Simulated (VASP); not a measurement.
# Ti4C in VASP: relaxation of the atoms with PBEsol

Aim: the relaxation of the atoms of Ti4C with PBEsol.

All numbers are computed with VASP 6.6.1; they aren't measurements. Logs are shortened: lines on timing, memory, paths and dates and some standing lists are left out, and cuts for length are marked.

## Step 1: The cell of the first run

The cell holds a slab with vacuum, 5 atoms: a = 3.210 Å, b = 3.210 Å, c = 20.107 Å, α = 90.00°, β = 90.00°, γ = 90.00°.

## Step 2: Relaxation of the atoms, PBEsol

File INCAR:

```
PREC = Accurate
ENCUT = 520
EDIFF = 1E-6
ISMEAR = 0
SIGMA = 0.1
LREAL = False
LASPH = True
NELM = 100
ALGO = Normal
ISIF = 2
LWAVE = False
LCHARG = False
LDIPOL = True
IDIPOL = 3
DIPOL = 0.5 0.5 0.349
GGA = PS
IBRION = 2
NSW = 36
EDIFFG = -0.025
```

File KPOINTS:

```
regular mesh
0
Gamma
  8 8 1
```

File POSCAR:

```
Ti4C
1.0
    3.2102321090      0.0000000000      0.0000000000
    0.0000000000      3.2102321090      0.0000000000
    0.0000000000      0.0000000000     20.1069940753
Ti C
4 1
Selective dynamics
Direct
    0.5000000000      0.5000000000      0.1989357527  F F F
    0.0000000000      0.0000000000      0.2787644953  F F F
    0.5000000000      0.5000000000      0.3538359372  F F F
    0.0000000000      0.0000000000      0.4280597111  F F F
    0.3750000000      0.3750000000      0.4847564006  F F T
```

Potentials or basis: VASP PAW PBE potentials, release 64 (Ti_sv, C).

Command:

```bash
$ cat potpaw_PBE.64/Ti_sv/POTCAR potpaw_PBE.64/C/POTCAR > POTCAR
$ mpirun -np 1 vasp_std > vasp.out
```

OUTCAR:

```text
PREC = Accurate
   ENCUT = 520
   EDIFF = 1E-6
   ISMEAR = 0
   LREAL = False
   LASPH = True
   NELM = 100
   ISIF = 2
   GGA = PS
   IBRION = 2
   NSW = 36
   EDIFFG = -0.025

 ion  position               nearest neighbor table
   1  0.500  0.500  0.199-   2 2.78   2 2.78   2 2.78   2 2.78
   2  0.000  0.000  0.279-   3 2.73   3 2.73   3 2.73   3 2.73   1 2.78   1 2.78   1 2.78   1 2.78

   3  0.500  0.500  0.354-   4 2.72   4 2.72   4 2.72   4 2.72   2 2.73   2 2.73   2 2.73   2 2.73

   4  0.000  0.000  0.428-   5 2.05   3 2.72   3 2.72   3 2.72   3 2.72
   5  0.375  0.375  0.485-   4 2.05

  LATTYP: Found a simple tetragonal cell.
 ALAT       =     3.2102321090
 C/A-ratio  =     6.2634081875

  Lattice vectors:

 A1 = (   3.2102321090,   0.0000000000,   0.0000000000)
 A2 = (   0.0000000000,   3.2102321090,   0.0000000000)
 A3 = (   0.0000000000,   0.0000000000,  20.1069940753)

Analysis of symmetry for initial positions (statically):
=====================================================================
 Subroutine PRICEL returns:
 Original cell was already a primitive cell.

 Routine SETGRP: Setting up the symmetry group for a
 simple tetragonal supercell.

 Subroutine GETGRP returns: Found  2 space group operations
 (whereof  2 operations were pure point group operations)
 out of a pool of 16 trial point group operations.

The static configuration has the point symmetry C_1h.

Analysis of symmetry for dynamics (positions and initial velocities):
=====================================================================
 Subroutine PRICEL returns:
 Original cell was already a primitive cell.

 Routine SETGRP: Setting up the symmetry group for a
 simple tetragonal supercell.

 Subroutine GETGRP returns: Found  2 space group operations
 (whereof  2 operations were pure point group operations)
 out of a pool of 16 trial point group operations.

The dynamic configuration has the point symmetry C_1h.

Analysis of constrained symmetry for selective dynamics:
=====================================================================
 Subroutine PRICEL returns:
 Original cell was already a primitive cell.

 Routine SETGRP: Setting up the symmetry group for a
 simple tetragonal supercell.

 Subroutine GETGRP returns: Found  2 space group operations
 (whereof  2 operations were pure point group operations)
 out of a pool of 16 trial point group operations.

The constrained configuration has the point symmetry C_1h.

 Subroutine INISYM returns: Found  2 space group operations
 (whereof  2 operations are pure point group operations),
 and found     1 'primitive' translations

----------------------------------------------------------------------------------------

                                     Primitive cell

  volume of cell :     207.2144

  direct lattice vectors                    reciprocal lattice vectors
     3.210232109  0.000000000  0.000000000     0.311503955  0.000000000  0.000000000
     0.000000000  3.210232109  0.000000000     0.000000000  0.311503955  0.000000000
     0.000000000  0.000000000 20.106994075     0.000000000  0.000000000  0.049733938

  length of vectors
     3.210232109  3.210232109 20.106994075     0.311503955  0.311503955  0.049733938

  position of ions in fractional coordinates (direct lattice)
     0.500000000  0.500000000  0.198935753
     0.000000000  0.000000000  0.278764495
     0.500000000  0.500000000  0.353835937
     0.000000000  0.000000000  0.428059711
     0.375000000  0.375000000  0.484756401

  ion indices of the primitive-cell ions
   primitive index   ion index
                 1           1
                 2           2
                 3           3
                 4           4
                 5           5

----------------------------------------------------------------------------------------

 KPOINTS: regular mesh

Automatic generation of k-mesh.
 Grid dimensions read from file:
 generate k-points for:    8    8    1

 Generating k-lattice:

  Cartesian coordinates                     Fractional coordinates (reciprocal lattice)
     0.038937994  0.000000000  0.000000000     0.125000000  0.000000000  0.000000000
     0.000000000  0.038937994  0.000000000     0.000000000  0.125000000  0.000000000
     0.000000000  0.000000000  0.049733938     0.000000000  0.000000000  1.000000000

  Length of vectors
     0.038937994  0.038937994  0.049733938

  Shift w.r.t. Gamma in fractional coordinates (k-lattice)
     0.000000000  0.000000000  0.000000000

 Subroutine IBZKPT returns following result:
 ===========================================

 Found     21 irreducible k-points:

 Following reciprocal coordinates:
            Coordinates               Weight
  0.000000  0.000000  0.000000      1.000000
  0.125000  0.000000  0.000000      4.000000
  0.250000  0.000000  0.000000      4.000000
  0.375000  0.000000  0.000000      4.000000
  0.500000  0.000000  0.000000      2.000000
  0.125000  0.125000  0.000000      2.000000
[... 13 lines left out ...]
  0.500000  0.375000  0.000000      4.000000
  0.500000  0.500000  0.000000      1.000000
   k-points           NKPTS =     21   k-points in BZ     NKDIM =     21   number of bands    NBANDS=     31
   number of dos      NEDOS =    301   number of ions     NIONS =      5
   total plane-waves  NPLWV =  86400
   dimension x,y,z NGX =    24 NGY =   24 NGZ =  150
   dimension x,y,z NGXF=    48 NGYF=   48 NGZF=  300
   ions per type =               4   1
   NGX,Y,Z   is equivalent  to a cutoff of  12.43, 12.43, 12.40 a.u.
   NGXF,Y,Z  is equivalent  to a cutoff of  24.86, 24.86, 24.80 a.u.
 SYSTEM =  unknown system
   PREC   = accura    normal or accurate (medium, high low for compatibility)
   ISTART =      0    job   : 0-new  1-cont  2-samecut
   ICHARG =      2    charge: 1-file 2-atom 10-const
   ISPIN  =      1    spin polarized calculation?
   LNONCOLLINEAR =      F non collinear calculations
   LSORBIT =      F    spin-orbit coupling
   LASPH  =      T    aspherical Exc in radial PAW
   ENCUT  =  520.0 eV  38.22 Ry    6.18 a.u.   5.97  5.97 37.39*2*pi/ulx,y,z
   NELM   =    100;   NELMIN=  2; NELMDL= -5     # of ELM steps
   EDIFF  = 0.1E-05   stopping-criterion for ELM
   LREAL  =      F    real-space projection
   EDIFFG = -.3E-01   stopping-criterion for IOM
   NSW    =     36    number of steps for IOM
   IBRION =      2    ionic relax: 0-MD 1-quasi-New 2-CG
   NFREE  =      1    steps in history (QN), initial steepest desc. (CG)
   ISIF   =      2    stress and relaxation
   ISYM   =      2    0-nonsym 1-usesym 2-fastsym
   POTIM  = 0.5000    time-step for ionic-motion
   TEBEG  =    0.0;   TEEND  =   0.0 temperature during run
   PSTRESS=    0.0 pullay stress
   NELECT =      52.0000    total number of electrons
   NUPDOWN=      -1.0000    fix difference up-down
   EMIN   =  10.00;   EMAX   =-10.00  energy-range for DOS
   EFERMI =   0.00;   METHOD = LEGACY
   ISMEAR =     0;   SIGMA  =   0.10  broadening in eV -4-tet -1-fermi 0-gaus
   EFERMI_NEDOS =   21; number of points for ismear=-14 and -15
   IALGO  =     38    algorithm
   IMIX   =      4    mixing-type and parameters
     AMIX     =   0.40;   BMIX     =  1.00
     AMIX_MAG =   1.60;   BMIX_MAG =  1.00
  volume/ion in A,a.u.               =      41.44       279.67
  Fermi-wavevector in a.u.,A,eV,Ry     =   1.032609  1.951348 14.507641  1.066282
  Thomas-Fermi vector in A             =   2.166815
   LORBIT       =      0    0 simple, 1 ext, 2 COOP (PROOUT), +10 PAW based schemes
   GGA     = PS    functional components
   LHFCALC =     F    Hartree Fock is set to
   AEXX    =    0.0000 exact exchange contribution
   IVDW    =     0    specifies the selected vdW correction
   LEPSILON=     F    determine dielectric tensor
   LRPA    =     F    only Hartree local field effects (RPA)
 conjugate gradient relaxation of ions
 non-spin polarized calculation
 Gauss-broadening in eV      SIGMA  =   0.10
  energy-cutoff  :      520.00
  volume of cell :      207.21
 maximum number of plane-waves:      5638
   NGX = 11   NGY = 11   NGZ = 75

 dipolmoment           0.000000      0.000000     -0.010773 electrons x Angstroem

--------------------------------------- Ionic step        1  -------------------------------------------

 number of electron      51.9999995 magnetization

 Free energy of the ion-electron system (eV)
  ---------------------------------------------------
  ext. energy  EPLUGINS =         0.00000000
  ---------------------------------------------------
  free energy    TOTEN  =       -38.20545358 eV

  energy without entropy =      -38.16385698  energy(sigma->0) =      -38.18465528

------------------------ aborting loop because EDIFF is reached ----------------------------------------

  FORCE on cell =-STRESS in cart. coord.  units (eV):
  Direction    XX          YY          ZZ          XY          YZ          ZX
  --------------------------------------------------------------------------------------
  -------------------------------------------------------------------------------------
  Total       -4.1367714     -4.1367714     -5.2181803     -0.2924210     -0.0006906     -0.0006912
  in kB      -31.9854221    -31.9854221    -40.3468513     -2.2609925     -0.0053395     -0.0053444
  external PRESSURE =     -34.7725651 kB  Pullay stress =       0.0000000 kB
[... 26 lines left out ...]
--------------------------------------- Ionic step        2  -------------------------------------------

 number of electron      51.9999995 magnetization

 E-fermi :  -0.2325     XC(G=0):  -5.1531

 val. band max:       -0.2419452225   @ k =   0.2500   0.1250   0.0000
 cond. band min:      -0.1964404160   @ k =  -0.2500   0.2500   0.0000
 fundamental gap:      0.0455048065
 Fermi energy:        -0.2324999820

 k-point     1 :       0.0000    0.0000    0.0000
  band No.  band energies     occupation
      1     -56.9766      2.00000
      2     -56.4038      2.00000
      3     -56.2298      2.00000
      4     -56.0834      2.00000
      5     -33.4279      2.00000
      6     -33.2390      2.00000
[... 897 lines left out ...]
--------------------------------------- Ionic step        7  -------------------------------------------

 number of electron      51.9999995 magnetization

 dipolmoment           0.000000      0.000000      0.096926 electrons x Angstroem

 Free energy of the ion-electron system (eV)
  ---------------------------------------------------
  ext. energy  EPLUGINS =         0.00000000
  ---------------------------------------------------
  free energy    TOTEN  =       -40.22147427 eV

  energy without entropy =      -40.19146100  energy(sigma->0) =      -40.20646763

 E-fermi :   0.2438     XC(G=0):  -5.0391

 val. band max:        0.2078781345   @ k =   0.1250   0.0000   0.0000
 cond. band min:       0.2511364513   @ k =   0.2500   0.1250   0.0000
 fundamental gap:      0.0432583167
 Fermi energy:         0.2438014008

 k-point     1 :       0.0000    0.0000    0.0000
  band No.  band energies     occupation
      1     -56.4583      2.00000
      2     -56.0220      2.00000
      3     -55.7362      2.00000
      4     -55.5744      2.00000
      5     -32.9162      2.00000
      6     -32.7242      2.00000
[... 703 lines left out ...]
     30       2.3721      0.00000
     31       2.4336      0.00000

------------------------ aborting loop because EDIFF is reached ----------------------------------------

 vacuum level on the upper side and lower side of the slab       (xc-potential included)         0.576        -1.074

  FORCE on cell =-STRESS in cart. coord.  units (eV):
  Direction    XX          YY          ZZ          XY          YZ          ZX
  --------------------------------------------------------------------------------------
  -------------------------------------------------------------------------------------
  Total        0.5381206      0.5381206      2.7534702      3.6872662      1.0658517      1.0658518
  in kB        4.1607358      4.1607358     21.2897688     28.5098581      8.2411409      8.2411415
  external PRESSURE =       9.8704135 kB  Pullay stress =       0.0000000 kB
[... 20 lines left out ...]
  FREE ENERGIE OF THE ION-ELECTRON SYSTEM (eV)
  ---------------------------------------------------
  free  energy   TOTEN  =       -40.2214742657 eV

  energy  without entropy=      -40.1914610037  energy(sigma->0) =      -40.20646763

 reached required accuracy - stopping structural energy minimisation

 vacuum level on the upper side and lower side of the slab         5.002         3.301
```

It took 20 min on 1 thread of Intel Xeon 6975P-C (Granite Rapids), shared host; peak memory 0.35 GiB.

Results:

| Quantity | Value |
| --- | --- |
| Free energy | -40.2215 eV |
| Energy gained by relaxing | 403.2 meV/atom |
| Ionic steps | 7 |
| Band gap on the k mesh | zero (bands 26 and 27 overlap by 0.56 eV) |

Step by step:
| step | energy change (eV) | largest force on free atoms (eV/Å) | pressure (GPa) |
| --- | --- | --- | --- |
| 1 | 0.0000 | 4.0598 | -3.48 |
| 2 | -0.7768 | 3.7948 | -2.76 |
| 3 | -1.9847 | 0.9820 | 1.73 |
| 4 | -1.9962 | 0.7043 | 0.42 |
| 5 | -2.0159 | 0.0635 | 0.94 |
| 6 | -2.0154 | 0.1321 | 1.10 |
| 7 | -2.0160 | 0.0028 | 0.99 |

Final structure:
```
CELL_PARAMETERS angstrom
3.21023 0.00000 0.00000
0.00000 3.21023 0.00000
0.00000 0.00000 20.10699
ATOMIC_POSITIONS crystal
Ti 0.50000 0.50000 0.19894
Ti 0.00000 0.00000 0.27876
Ti 0.50000 0.50000 0.35384
Ti 0.00000 0.00000 0.42806
C 0.37500 0.37500 0.44907
```

Caveat: the PAW data sets were made with another functional, which shifts forces and pressure a little.

The gap in the log of VASP goes by the Fermi energy; the results here count the filled bands.